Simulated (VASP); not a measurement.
# Ba3B2 (Immm) in VASP: notebook

The runs below take Ba3B2 through relaxation of cell and atoms, with PBE.

Everything below comes from runs of VASP 6.6.1. Logs are shortened: lines on timing, memory, paths and dates and some standing lists are left out, and cuts for length are marked.

**1. The cell of the first run**

It takes space group Immm (No. 71, orthorhombic). The conventional cell has a = 5.620 Å, b = 5.771 Å, c = 7.680 Å, α = 90.00°, β = 90.00°, γ = 90.00°. Ba (site symmetry mm2) has 6 B at 2.59 to 3.67 Å and 5 Ba at 3.38 to 3.54 Å within 3.7 Å. Within 4.5 Å of Ba (site symmetry mmm) lie 8 Ba at 3.38 to 3.49 Å and 8 B at 3.45 to 3.95 Å. B (site symmetry 2mm) has 1 B at 1.84 Å within 2.4 Å.

The cell was generated, and may not be a known phase.

**2. Relaxation of cell and atoms, PBE**

Input file INCAR:

```
PREC = Accurate ; ENCUT = 600
EDIFF = 1E-6 ; ISMEAR = 0
SIGMA = 0.1 ; LREAL = F
LASPH = T ; NELM = 100
ALGO = Fast ; ISIF = 3
LWAVE = F ; LCHARG = F
GGA = PE ; IBRION = 2
NSW = 90 ; EDIFFG = -0.04
```

Input file KPOINTS:

```
regular mesh
0
Gamma
  4 4 4
```

Input file POSCAR:

```
Ba3B2
1.0
   -2.8098962800      2.8856709700      3.8398023500
    2.8098962800     -2.8856709700      3.8398023500
    2.8098962800      2.8856709700     -3.8398023500
Ba B
3 2
Direct
    0.2304068600      0.7304068600      0.5000000000
    0.7695931400      0.2695931400      0.5000000000
    0.5000000000      0.5000000000      0.0000000000
    0.0000000000      0.1639770200      0.1639770200
    0.0000000000      0.8360229800      0.8360229800
```

Potentials or basis: VASP PAW PBE potentials, release 64 (Ba_sv, B).

On the command line:

```
$ cat potpaw_PBE.64/Ba_sv/POTCAR potpaw_PBE.64/B/POTCAR > POTCAR
$ mpirun -np 1 vasp_std > vasp.out
```

OUTCAR:

```text
PREC = Accurate
   ENCUT = 600
   EDIFF = 1E-6
   ISMEAR = 0
   LREAL = F
   LASPH = T
   NELM = 100
   ISIF = 3
   GGA = PE
   IBRION = 2
   NSW = 90
   EDIFFG = -0.04

 ion  position               nearest neighbor table
   1  0.230  0.730  0.500-   5 2.59   4 2.59   3 3.38   3 3.38   3 3.49   3 3.49   2 3.54   2 4.04
                             2 4.04   2 4.04   2 4.04   2 4.14
   2  0.770  0.270  0.500-   5 2.59   4 2.59   3 3.38   3 3.38   3 3.49   3 3.49   1 3.54   1 4.04
                             1 4.04   1 4.04   1 4.04   1 4.14
   3  0.500  0.500  0.000-   2 3.38   1 3.38   1 3.38   2 3.38   5 3.45   5 3.45   4 3.45   4 3.45
                             1 3.49   1 3.49   2 3.49   2 3.49
   4  0.000  0.164  0.164-   5 1.84   2 2.59   1 2.59   3 3.45   3 3.45
   5  0.000  0.836  0.836-   4 1.84   1 2.59   2 2.59   3 3.45   3 3.45

  LATTYP: Found a body centered orthorhombic cell.
 ALAT       =     5.6197925600
 B/A-ratio  =     1.0269670772
 C/A-ratio  =     1.3665281446

  Lattice vectors:

 A1 = (  -2.8098962800,   2.8856709700,   3.8398023500)
 A2 = (   2.8098962800,  -2.8856709700,   3.8398023500)
 A3 = (   2.8098962800,   2.8856709700,  -3.8398023500)

Analysis of symmetry for initial positions (statically):
=====================================================================
 Subroutine PRICEL returns:
 Original cell was already a primitive cell.

 Routine SETGRP: Setting up the symmetry group for a
 body centered orthorhombic supercell.

 Subroutine GETGRP returns: Found  8 space group operations
 (whereof  8 operations were pure point group operations)
 out of a pool of  8 trial point group operations.

The static configuration has the point symmetry D_2h.

Analysis of symmetry for dynamics (positions and initial velocities):
=====================================================================
 Subroutine PRICEL returns:
 Original cell was already a primitive cell.

 Routine SETGRP: Setting up the symmetry group for a
 body centered orthorhombic supercell.

 Subroutine GETGRP returns: Found  8 space group operations
 (whereof  8 operations were pure point group operations)
 out of a pool of  8 trial point group operations.

The dynamic configuration has the point symmetry D_2h.

 Subroutine INISYM returns: Found  8 space group operations
 (whereof  8 operations are pure point group operations),
 and found     1 'primitive' translations

----------------------------------------------------------------------------------------

                                     Primitive cell
[... 107 lines left out ...]
   IALGO  =     68    algorithm
   IMIX   =      4    mixing-type and parameters
     AMIX     =   0.40;   BMIX     =  1.00
     AMIX_MAG =   1.60;   BMIX_MAG =  1.00
  volume/ion in A,a.u.               =      24.91       168.09
  Fermi-wavevector in a.u.,A,eV,Ry     =   1.082448  2.045530 15.941858  1.171694
  Thomas-Fermi vector in A             =   2.218490
   LORBIT       =      0    0 simple, 1 ext, 2 COOP (PROOUT), +10 PAW based schemes
   GGA     = PE    functional components
   LHFCALC =     F    Hartree Fock is set to
   AEXX    =    0.0000 exact exchange contribution
   IVDW    =     0    specifies the selected vdW correction
   LEPSILON=     F    determine dielectric tensor
   LRPA    =     F    only Hartree local field effects (RPA)
 conjugate gradient relaxation of ions
 non-spin polarized calculation
 RMM-DIIS sequential band-by-band and
 Gauss-broadening in eV      SIGMA  =   0.10
  energy-cutoff  :      600.00
  volume of cell :      124.54
 maximum number of plane-waves:      4179
 NGX is ok and might be reduce to    48
   NGX = 23   NGY = 23   NGZ = 23

--------------------------------------- Ionic step        1  -------------------------------------------

 number of electron      36.0000000 magnetization

 Free energy of the ion-electron system (eV)
  ---------------------------------------------------
  ext. energy  EPLUGINS =         0.00000000
  ---------------------------------------------------
  free energy    TOTEN  =       -14.33068378 eV

  energy without entropy =      -14.31104529  energy(sigma->0) =      -14.32086454

------------------------ aborting loop because EDIFF is reached ----------------------------------------

  FORCE on cell =-STRESS in cart. coord.  units (eV):
  Direction    XX          YY          ZZ          XY          YZ          ZX
  --------------------------------------------------------------------------------------
  -------------------------------------------------------------------------------------
  Total        7.7723951      3.1767071      8.1995880     -0.0000000      0.0000000      0.0000000
  in kB       99.9906722     40.8678506    105.4864444     -0.0000000      0.0000000      0.0000000
  external PRESSURE =      82.1149891 kB  Pullay stress =       0.0000000 kB
[... 98 lines left out ...]
  FREE ENERGIE OF THE ION-ELECTRON SYSTEM (eV)
  ---------------------------------------------------
  free  energy   TOTEN  =       -16.1306278343 eV

  energy  without entropy=      -16.0996837212  energy(sigma->0) =      -16.11515578

 E-fermi :   3.0103     XC(G=0):  -8.9329

 val. band max:        3.0007047978   @ k =  -0.2500  -0.2500   0.2500
 cond. band min:       3.0471689620   @ k =   0.5000   0.5000   0.0000
 fundamental gap:      0.0464641641
 Fermi energy:         3.0103180359

 k-point     1 :       0.0000    0.0000    0.0000
  band No.  band energies     occupation
      1     -25.5391      2.00000
      2     -25.2006      2.00000
      3     -25.1764      2.00000
      4     -11.3919      2.00000
      5     -10.9840      2.00000
      6     -10.7664      2.00000
[... 439 lines left out ...]
     21       4.1082      0.00000
     22       4.6598      0.00000

[... ionic steps 4 to 51 ...]

--------------------------------------- Ionic step       52  -------------------------------------------

 number of electron      35.9999998 magnetization

------------------------ aborting loop because EDIFF is reached ----------------------------------------
[... 73 lines left out ...]
--------------------------------------- Ionic step       54  -------------------------------------------

 number of electron      35.9999998 magnetization

 Free energy of the ion-electron system (eV)
  ---------------------------------------------------
  ext. energy  EPLUGINS =         0.00000000
  ---------------------------------------------------
  free energy    TOTEN  =       -17.47162208 eV

  energy without entropy =      -17.44833556  energy(sigma->0) =      -17.45997882

 E-fermi :   2.0078     XC(G=0):  -7.9529

 val. band max:        1.9726275899   @ k =  -0.2500   0.2500   0.0000
 cond. band min:       2.0160336683   @ k =   0.2500  -0.2500   0.2500
 fundamental gap:      0.0434060783
 Fermi energy:         2.0077822192

 k-point     1 :       0.0000    0.0000    0.0000
  band No.  band energies     occupation
      1     -26.4150      2.00000
      2     -26.2755      2.00000
      3     -26.2580      2.00000
      4     -11.9585      2.00000
      5     -11.8037      2.00000
      6     -11.7547      2.00000
[... 471 lines left out ...]
  FREE ENERGIE OF THE ION-ELECTRON SYSTEM (eV)
  ---------------------------------------------------
  free  energy   TOTEN  =       -17.4716220806 eV

  energy  without entropy=      -17.4483355607  energy(sigma->0) =      -17.45997882

 reached required accuracy - stopping structural energy minimisation
```

OSZICAR:

```text
N       E                     dE             d eps       ncg     rms          rms(c)
DAV:   1     0.260545534292E+03    0.26055E+03   -0.17798E+04   792   0.162E+03
DAV:   2    -0.895277779390E+00   -0.26144E+03   -0.25816E+03  1224   0.279E+02
DAV:   3    -0.166844539492E+02   -0.15789E+02   -0.15477E+02  1024   0.668E+01
[... 660 lines left out ...]
RMM:   3    -0.174709570701E+02    0.13835E-03   -0.64601E-04   901   0.135E-01    0.162E-02
RMM:   4    -0.174709673338E+02   -0.10264E-04   -0.15601E-04  1045   0.564E-02    0.933E-03
RMM:   5    -0.174709707291E+02   -0.33953E-05   -0.31306E-05  1031   0.221E-02    0.733E-03
RMM:   6    -0.174709732557E+02   -0.25266E-05   -0.95779E-06   777   0.120E-02    0.159E-03
RMM:   7    -0.174709734314E+02   -0.17567E-06   -0.36298E-06   597   0.644E-03
  50 F= -.17470973E+02 E0= -.17459379E+02  d E =-.105637E-02
       N       E                     dE
```

Run time: 33 min. Hardware: 1 thread of AMD EPYC 9R45 (Zen 5), shared host; peak memory 0.35 GiB.

Results:

- Free energy: -17.4716 eV
- Relaxed volume: 37.44 Å³/atom
- Relaxed cell: a = 7.808 Å, b = 7.808 Å, c = 7.808 Å, α = 128.69°, β = 149.46°, γ = 60.90°
- Space group after relaxing (to 0.1 Å): Immm (No. 71)
- Energy gained by relaxing: 628.2 meV/atom
- Ionic steps: 54
- Pressure after relaxing: 0.1 GPa
- Largest force after relaxing: 0.023 eV/Å
- Band gap on the k mesh: zero (bands 18 and 19 overlap by 0.18 eV)

Forces in eV/Å, atoms in the order of the input:
```
Ba   0.000  0.000 -0.002
Ba   0.000  0.000  0.002
Ba   0.000  0.000  0.000
B    0.023  0.000  0.000
B   -0.023  0.000  0.000
```

Step by step:
```tsv
step	energy change (eV)	largest force (eV/Å)	pressure (GPa)	volume (Å³)
1	0.0000	4.0845	8.21	124.54
3	-1.7999	0.9201	0.76	149.17
5	-1.9218	0.9527	-1.12	153.44
7	-2.1854	0.4859	-1.17	148.40
9	-2.2559	0.2751	0.03	141.08
11	-2.2919	0.2001	0.09	140.25
13	-2.3102	0.1099	0.15	141.57
15	-2.3203	0.0886	0.11	142.14
17	-2.4362	0.1351	0.07	146.48
19	-2.5837	0.6502	0.21	150.69
21	-2.6070	0.7111	0.18	152.74
23	-2.7039	0.5555	0.02	156.33
25	-2.8033	0.3112	-0.12	161.33
27	-2.8871	0.9029	0.37	162.59
29	-2.9109	0.5195	0.58	163.02
31	-2.9500	0.1417	1.01	166.37
33	-3.0407	1.3838	-0.16	188.94
35	-3.0736	0.4028	-0.44	187.23
37	-3.0884	0.2364	-0.62	188.52
39	-3.1172	0.1465	0.51	182.09
41	-3.1299	0.1913	0.31	184.05
43	-3.1362	0.2181	0.25	185.01
45	-3.1392	0.0615	0.01	186.42
47	-3.1395	0.0578	0.01	186.45
49	-3.1401	0.1624	0.00	187.06
51	-3.1405	0.1020	0.01	186.92
53	-3.1408	0.0744	0.11	187.31
54	-3.1409	0.0233	0.08	187.19
```

Final structure:
```cif
data_structure
_symmetry_space_group_name_H-M 'P 1'
_symmetry_Int_Tables_number 1
_cell_length_a 7.8081
_cell_length_b 7.8081
_cell_length_c 7.8081
_cell_angle_alpha 128.694
_cell_angle_beta 149.455
_cell_angle_gamma 60.896
_cell_volume 187.19
loop_
_atom_site_label
_atom_site_type_symbol
_atom_site_fract_x
_atom_site_fract_y
_atom_site_fract_z
_atom_site_occupancy
Ba1 Ba 0.34496 0.84496 0.50000 1
Ba2 Ba 0.65504 0.15504 0.50000 1
Ba3 Ba 0.50000 0.50000 0.00000 1
B1 B 0.00000 0.11569 0.11569 1
B2 B 0.00000 0.88431 0.88431 1
```

Caveat: the volume moved by over 15 % at a fixed basis, so the end points are rough; spin-orbit coupling is left out, which moves the levels of the heavy elements.

**3. Relaxation of cell and atoms, PBE**

This run uses another cell than the first one, of 39.34 Å³/atom.

Input file INCAR:

```
SYSTEM = Ba3B2
  PREC = Accurate
  ENCUT = 600
  EDIFF = 1E-6
  ISMEAR = 0
  SIGMA = 0.1
  LREAL = .FALSE.
  LASPH = .TRUE.
  NELM = 60
  ALGO = Fast
  ISIF = 3
  LWAVE = .FALSE.
  LCHARG = .FALSE.
  GGA = PE
  IBRION = 2
  NSW = 90
  EDIFFG = -0.04
```

Input file KPOINTS:

```
regular mesh
0
G
  6 6 6
  0 0 0
```

Input file POSCAR:

```
Ba3B2
1.0
   -2.0260852756      3.3383475258      7.2694233596
    2.0260852756     -3.3383475258      7.2694233596
    2.0260852756      3.3383475258     -7.2694233596
Ba B
3 2
Direct
    0.8558933553      0.3558933553      0.5000000000
    0.1441066447      0.6441066447      0.5000000000
    0.5000000000      0.5000000000      0.0000000000
    0.1168388953      0.0000000000      0.1168388953
    0.8831611047      0.0000000000      0.8831611047
```

Potentials or basis: VASP PAW PBE potentials, release 64 (Ba_sv, B).

On the command line:

```
$ cat potpaw_PBE.64/Ba_sv/POTCAR potpaw_PBE.64/B/POTCAR > POTCAR
$ mpirun -np 1 vasp_std > vasp.out
```

Wall time 27 min (1 thread of AMD EPYC 9R45 (Zen 5), shared host); peak memory 0.84 GiB.

It converged, with:

| Property | Result |
| --- | --- |
| Free energy | -17.5859 eV |
| Relaxed volume | 39.93 Å³/atom |
| Relaxed cell | a = 8.295 Å, b = 8.295 Å, c = 8.295 Å, α = 151.53°, β = 132.40°, γ = 56.40° |
| Space group after relaxing (to 0.1 Å) | Immm (No. 71) |
| Energy gained by relaxing | 1.0 meV/atom |
| Ionic steps | 5 |
| Pressure after relaxing | 0.0 GPa |
| Largest force after relaxing | 0.029 eV/Å |
| Band gap on the k mesh | zero (bands 18 and 19 overlap by 0.34 eV) |

Forces in eV/Å, atoms in the order of the input:
```
Ba   0.000  0.000 -0.029
Ba   0.000  0.000  0.029
Ba   0.000  0.000  0.000
B    0.000  0.009  0.000
B    0.000 -0.009  0.000
```

Stress tensor (GPa, compression positive):
```
-0.03  0.00  0.00
 0.00  0.03  0.00
 0.00  0.00 -0.07
```

The path:
| step | energy change (eV) | largest force (eV/Å) | pressure (GPa) | volume (Å³) |
| --- | --- | --- | --- | --- |
| 1 | 0.0000 | 0.1555 | 0.36 | 196.68 |
| 2 | -0.0047 | 0.0963 | 0.00 | 199.21 |
| 3 | -0.0048 | 0.1099 | -0.05 | 199.59 |
| 4 | -0.0045 | 0.1760 | 0.02 | 199.69 |
| 5 | -0.0051 | 0.0293 | -0.02 | 199.63 |

Final structure:
```
CELL_PARAMETERS angstrom
-2.03965 3.34711 7.31037
2.03965 -3.34711 7.31037
2.03965 3.34711 -7.31037
ATOMIC_POSITIONS crystal
Ba 0.85520 0.35520 0.50000
Ba 0.14480 0.64480 0.50000
Ba 0.50000 0.50000 0.00000
B 0.11649 0.00000 0.11649
B 0.88351 0.00000 0.88351
```

Levels at points of the mesh, in eV from the Fermi level:
| k point | band 14 | band 15 | band 16 | band 17 | band 18 | band 19 | band 20 | band 21 | band 22 |
| --- | --- | --- | --- | --- | --- | --- | --- | --- | --- |
| (0.00, 0.00, 0.00) | -2.53 | -2.07 | -1.70 | -0.64 | -0.56 | 0.40 | 0.87 | 0.90 | 1.21 |
| (0.50, 0.00, 0.00) | -3.45 | -1.99 | -0.86 | -0.56 | -0.28 | 0.18 | 0.75 | 0.93 | 1.30 |
| (0.00, 0.50, 0.00) | -3.24 | -2.01 | -1.26 | -0.10 | 0.13 | 0.30 | 0.64 | 1.10 | 1.28 |
| (0.50, 0.50, 0.00) | -2.61 | -1.53 | -1.11 | -1.04 | -0.57 | -0.12 | 0.83 | 1.15 | 1.22 |
| (0.50, 0.50, 0.50) | -2.52 | -2.22 | -1.77 | -0.66 | -0.06 | 0.06 | 0.65 | 0.75 | 1.12 |

Caveat: spin-orbit coupling is left out, which moves the levels of the heavy elements.

The gap in the log of VASP goes by the Fermi energy; the results here count the filled bands.